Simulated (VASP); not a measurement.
Here is a VASP 6.6.1 calculation.

Contents of INCAR:

```
SYSTEM = MgO
PREC = Accurate
ENCUT = 520
EDIFF = 1E-6
ISMEAR = 0
SIGMA = 0.01
LREAL = .False.
LASPH = .True.
NELM = 80
ALGO = Normal
ISIF = 2
LWAVE = .False.
LCHARG = .False.
GGA = PE
NBANDS = 11
```

The input KPOINTS:

```
Automatic mesh
0
Gamma
  6 6 6
  0 0 0
```

File POSCAR:

```
MgO
1.0
    0.0000000000      2.1085000000      2.1085000000
    2.1085000000      0.0000000000      2.1085000000
    2.1085000000      2.1085000000      0.0000000000
Mg O
1 1
Direct
    0.0000000000      0.0000000000      0.0100000000
    0.5000000000      0.5000000000      0.5000000000
```

Potentials or basis: VASP PAW PBE potentials, release 64 (Mg, O).

The run is started by

```bash
$ cat potpaw_PBE.64/Mg/POTCAR potpaw_PBE.64/O/POTCAR > POTCAR
$ mpirun -np 1 vasp_std > vasp.out
```

Q: Predict the pressure.

A: 3.4 GPa.

Q: Estimate the largest force.

A: 0.163 eV/Å.

Forces on the atoms (eV/Å):
```
Mg  -0.115 -0.115  0.000
O    0.115  0.115  0.000
```

Caveat: the k points lie up to 0.43 Å⁻¹ apart.
